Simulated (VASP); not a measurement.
# LiCl (Fm-3m) in VASP: a series of runs, part 2 of 2

VASP 6.6.1. The steps go on from the part before.

### Step 3. Single point, PBE

This run uses another cell than the first one, of 17.88 Å³/atom, 1.019 times its volume.

The input, INCAR:

```
SYSTEM = LiCl
PREC = Accurate
ENCUT = 520
EDIFF = 1E-6
ISMEAR = 0
SIGMA = 0.01
LREAL = .FALSE.
LASPH = .TRUE.
NELM = 100
ALGO = Normal
ISIF = 2
LWAVE = .FALSE.
LCHARG = .FALSE.
GGA = PE
NBANDS = 12
```

The input, KPOINTS:

```
Automatic mesh
0
G
  6 6 6
  0 0 0
```

The input, POSCAR:

```
LiCl
1.0
    0.0000000000      2.6150723786      2.6150723786
    2.6150723786      0.0000000000      2.6150723786
    2.6150723786      2.6150723786      0.0000000000
Li Cl
1 1
Direct
    0.0000000000      0.0000000000      0.0000000000
    0.5000000000      0.5000000000      0.5000000000
```

Potentials or basis: VASP PAW PBE potentials, release 64 (Li_sv, Cl).

Started as:

```
> cat potpaw_PBE.64/Li_sv/POTCAR potpaw_PBE.64/Cl/POTCAR > POTCAR
> mpirun -np 1 vasp_std > vasp.out
```

OUTCAR:

```text
SYSTEM = LiCl
   PREC = Accurate
   ENCUT = 520
   EDIFF = 1E-6
   ISMEAR = 0
   LREAL = .FALSE.
   LASPH = .TRUE.
   NELM = 100
   ISIF = 2
   GGA = PE

 ion  position               nearest neighbor table
   1  0.000  0.000  0.000-   2 2.62   2 2.62   2 2.62   2 2.62   2 2.62   2 2.62
   2  0.500  0.500  0.500-   1 2.62   1 2.62   1 2.62   1 2.62   1 2.62   1 2.62

  LATTYP: Found a face centered cubic cell.
 ALAT       =     5.2301447572

  Lattice vectors:

 A1 = (   0.0000000000,   2.6150723786,   2.6150723786)
 A2 = (   2.6150723786,   0.0000000000,   2.6150723786)
 A3 = (   2.6150723786,   2.6150723786,   0.0000000000)

Analysis of symmetry for initial positions (statically):
=====================================================================
 Subroutine PRICEL returns:
 Original cell was already a primitive cell.

 Routine SETGRP: Setting up the symmetry group for a
 face centered cubic supercell.

 Subroutine GETGRP returns: Found 48 space group operations
 (whereof 48 operations were pure point group operations)
 out of a pool of 48 trial point group operations.

The static configuration has the point symmetry O_h .

Analysis of symmetry for dynamics (positions and initial velocities):
=====================================================================
 Subroutine PRICEL returns:
 Original cell was already a primitive cell.

 Routine SETGRP: Setting up the symmetry group for a
 face centered cubic supercell.

 Subroutine GETGRP returns: Found 48 space group operations
 (whereof 48 operations were pure point group operations)
 out of a pool of 48 trial point group operations.

The dynamic configuration has the point symmetry O_h .

 Subroutine INISYM returns: Found 48 space group operations
 (whereof 48 operations are pure point group operations),
 and found     1 'primitive' translations

----------------------------------------------------------------------------------------

                                     Primitive cell

  volume of cell :      35.7669

  direct lattice vectors                    reciprocal lattice vectors
     0.000000000  2.615072379  2.615072379    -0.191199297  0.191199297  0.191199297
     2.615072379  0.000000000  2.615072379     0.191199297 -0.191199297  0.191199297
     2.615072379  2.615072379  0.000000000     0.191199297  0.191199297 -0.191199297

  length of vectors
     3.698270824  3.698270824  3.698270824     0.331166897  0.331166897  0.331166897

  position of ions in fractional coordinates (direct lattice)
     0.000000000  0.000000000  0.000000000
     0.500000000  0.500000000  0.500000000

  ion indices of the primitive-cell ions
   primitive index   ion index
                 1           1
                 2           2

----------------------------------------------------------------------------------------

 KPOINTS: Automatic mesh

Automatic generation of k-mesh.
 Grid dimensions read from file:
 generate k-points for:    6    6    6

 Generating k-lattice:

  Cartesian coordinates                     Fractional coordinates (reciprocal lattice)
    -0.031866549  0.031866549  0.031866549     0.166666667  0.000000000  0.000000000
     0.031866549 -0.031866549  0.031866549     0.000000000  0.166666667  0.000000000
     0.031866549  0.031866549 -0.031866549     0.000000000  0.000000000  0.166666667
[... 31 lines left out ...]
   number of dos      NEDOS =    301   number of ions     NIONS =      2
   total plane-waves  NPLWV =  21952
   dimension x,y,z NGX =    28 NGY =   28 NGZ =   28
   dimension x,y,z NGXF=    56 NGYF=   56 NGZF=   56
   ions per type =               1   1
   NGX,Y,Z   is equivalent  to a cutoff of  12.59, 12.59, 12.59 a.u.
   NGXF,Y,Z  is equivalent  to a cutoff of  25.17, 25.17, 25.17 a.u.
 SYSTEM =  LiCl
   PREC   = accura    normal or accurate (medium, high low for compatibility)
   ISTART =      0    job   : 0-new  1-cont  2-samecut
   ICHARG =      2    charge: 1-file 2-atom 10-const
   ISPIN  =      1    spin polarized calculation?
   LNONCOLLINEAR =      F non collinear calculations
   LSORBIT =      F    spin-orbit coupling
   LASPH  =      T    aspherical Exc in radial PAW
   ENCUT  =  520.0 eV  38.22 Ry    6.18 a.u.   6.88  6.88  6.88*2*pi/ulx,y,z
   NELM   =    100;   NELMIN=  2; NELMDL= -5     # of ELM steps
   EDIFF  = 0.1E-05   stopping-criterion for ELM
   LREAL  =      F    real-space projection
   EDIFFG = 0.1E-04   stopping-criterion for IOM
   NSW    =      0    number of steps for IOM
   IBRION =     -1    ionic relax: 0-MD 1-quasi-New 2-CG
   NFREE  =      0    steps in history (QN), initial steepest desc. (CG)
   ISIF   =      2    stress and relaxation
   ISYM   =      2    0-nonsym 1-usesym 2-fastsym
   POTIM  = 0.5000    time-step for ionic-motion
   TEBEG  =    0.0;   TEEND  =   0.0 temperature during run
   PSTRESS=    0.0 pullay stress
   NELECT =      10.0000    total number of electrons
   NUPDOWN=      -1.0000    fix difference up-down
   EMIN   =  10.00;   EMAX   =-10.00  energy-range for DOS
   EFERMI =   0.00;   METHOD = LEGACY
   ISMEAR =     0;   SIGMA  =   0.01  broadening in eV -4-tet -1-fermi 0-gaus
   EFERMI_NEDOS =   21; number of points for ismear=-14 and -15
   IALGO  =     38    algorithm
   IMIX   =      4    mixing-type and parameters
     AMIX     =   0.40;   BMIX     =  1.00
     AMIX_MAG =   1.60;   BMIX_MAG =  1.00
  volume/ion in A,a.u.               =      17.88       120.68
  Fermi-wavevector in a.u.,A,eV,Ry     =   1.070486  2.022926 15.591473  1.145941
  Thomas-Fermi vector in A             =   2.206198
   LORBIT       =      0    0 simple, 1 ext, 2 COOP (PROOUT), +10 PAW based schemes
   GGA     = PE    functional components
   LHFCALC =     F    Hartree Fock is set to
   AEXX    =    0.0000 exact exchange contribution
   IVDW    =     0    specifies the selected vdW correction
   LEPSILON=     F    determine dielectric tensor
   LRPA    =     F    only Hartree local field effects (RPA)
 non-spin polarized calculation
 Gauss-broadening in eV      SIGMA  =   0.01
  energy-cutoff  :      520.00
  volume of cell :       35.77
 maximum number of plane-waves:       982
   NGX = 13   NGY = 13   NGZ = 13

 number of electron      10.0000009 magnetization

 Free energy of the ion-electron system (eV)
  ---------------------------------------------------
  ext. energy  EPLUGINS =         0.00000000
  ---------------------------------------------------
  free energy    TOTEN  =        -7.37904532 eV

  energy without entropy =       -7.37904532  energy(sigma->0) =       -7.37904532

 E-fermi :   0.3635     XC(G=0):  -8.4816

 val. band max:        0.1588730340   @ k =   0.0000   0.0000   0.0000
 cond. band min:       6.1787581832   @ k =   0.0000   0.0000   0.0000
 fundamental gap:      6.0198851492
 Fermi energy:         0.3635102657

 k-point     1 :       0.0000    0.0000    0.0000
  band No.  band energies     occupation
      1     -43.4753      2.00000
      2     -13.0434      2.00000
      3       0.1589      2.00000
      4       0.1589      2.00000
      5       0.1589      2.00000
      6       6.1788      0.00000
      7      12.0422      0.00000
      8      12.0422      0.00000
      9      12.0422      0.00000
     10      14.3337      0.00000
     11      14.3337      0.00000
     12      14.3337      0.00000
[... 211 lines left out ...]
 k-point    16 :      -0.3333    0.5000    0.1667
  band No.  band energies     occupation
      1     -43.4728      2.00000
      2     -12.3458      2.00000
      3      -2.1397      2.00000
      4      -1.3365      2.00000
      5      -0.8147      2.00000
      6       8.7336      0.00000
      7       9.5070      0.00000
      8      11.2562      0.00000
      9      11.2601      0.00000
     10      14.6642      0.00000
     11      17.0072      0.00000
     12      18.5091      0.00000

------------------------ aborting loop because EDIFF is reached ----------------------------------------

  FORCE on cell =-STRESS in cart. coord.  units (eV):
  Direction    XX          YY          ZZ          XY          YZ          ZX
  --------------------------------------------------------------------------------------
  -------------------------------------------------------------------------------------
  Total       -0.3182724     -0.3182724     -0.3182724      0.0000000      0.0000000      0.0000000
  in kB      -14.2570098    -14.2570098    -14.2570098      0.0000000      0.0000000      0.0000000
  external PRESSURE =     -14.2570098 kB  Pullay stress =       0.0000000 kB

 VOLUME and BASIS-vectors are now :
 -----------------------------------------------------------------------------
  energy-cutoff  :      520.00
  volume of cell :       35.77
      direct lattice vectors                 reciprocal lattice vectors
     0.000000000  2.615072379  2.615072379    -0.191199297  0.191199297  0.191199297
     2.615072379  0.000000000  2.615072379     0.191199297 -0.191199297  0.191199297
     2.615072379  2.615072379  0.000000000     0.191199297  0.191199297 -0.191199297

 POSITION                                       TOTAL-FORCE (eV/Angst)
 -----------------------------------------------------------------------------------
      0.00000      0.00000      0.00000         0.000000     -0.000000     -0.000000
      2.61507      2.61507      2.61507        -0.000000      0.000000      0.000000
 -----------------------------------------------------------------------------------
    total drift:                                0.000000      0.000000      0.000000

  FREE ENERGIE OF THE ION-ELECTRON SYSTEM (eV)
  ---------------------------------------------------
  free  energy   TOTEN  =        -7.3790453233 eV

  energy  without entropy=       -7.3790453233  energy(sigma->0) =       -7.37904532
```

OSZICAR:

```text
N       E                     dE             d eps       ncg     rms          rms(c)
DAV:   1     0.390748661093E+02    0.39075E+02   -0.39305E+03   384   0.751E+02
DAV:   2    -0.497174560881E+01   -0.44047E+02   -0.41906E+02   500   0.141E+02
DAV:   3    -0.738720706687E+01   -0.24155E+01   -0.24097E+01   488   0.334E+01
DAV:   4    -0.744924844918E+01   -0.62041E-01   -0.62023E-01   540   0.548E+00
DAV:   5    -0.745004820927E+01   -0.79976E-03   -0.79975E-03   496   0.572E-01    0.233E+00
DAV:   6    -0.737188773678E+01    0.78160E-01   -0.17424E-01   488   0.191E+00    0.166E+00
DAV:   7    -0.737424298618E+01   -0.23552E-02   -0.53320E-02   564   0.118E+00    0.916E-01
DAV:   8    -0.737900858530E+01   -0.47656E-02   -0.72533E-03   452   0.587E-01    0.150E-01
DAV:   9    -0.737897663260E+01    0.31953E-04   -0.25946E-04   492   0.111E-01    0.582E-02
DAV:  10    -0.737903443607E+01   -0.57803E-04   -0.15547E-04   436   0.833E-02    0.562E-02
DAV:  11    -0.737904436461E+01   -0.99285E-05   -0.18989E-05   516   0.284E-02    0.199E-03
DAV:  12    -0.737904564964E+01   -0.12850E-05   -0.66852E-07   444   0.608E-03    0.453E-03
DAV:  13    -0.737904532333E+01    0.32632E-06   -0.20146E-07   256   0.307E-03
   1 F= -.73790453E+01 E0= -.73790453E+01  d E =0.000000E+00
```

stdout:

```text
POSCAR found type information on POSCAR LiCl
 POSCAR found :  2 types and       2 ions
 scaLAPACK will be used
 LDA part: xc-table for (Slater+PW92), standard interpolation
 POSCAR, INCAR and KPOINTS ok, starting setup
 FFT: planning ... GRIDC
 FFT: planning ... GRID_SOFT
 FFT: planning ... GRID
 WAVECAR not read
 entering main loop
```

Wall time 5.2 s (1 thread of Intel Xeon Platinum 8488C (Sapphire Rapids), shared host); peak memory 0.14 GiB.

Results:

| Item | Value |
| --- | --- |
| Free energy | -7.3790 eV |
| Band gap on the k mesh | 6.02 eV, direct |

Caveat: the cutoff is under 1.25 times the usual one of these potentials, so pressure, stress and relaxed cells hold a basis-set (Pulay) error. PBE gaps usually lie below the measured ones, often by a third to a half.
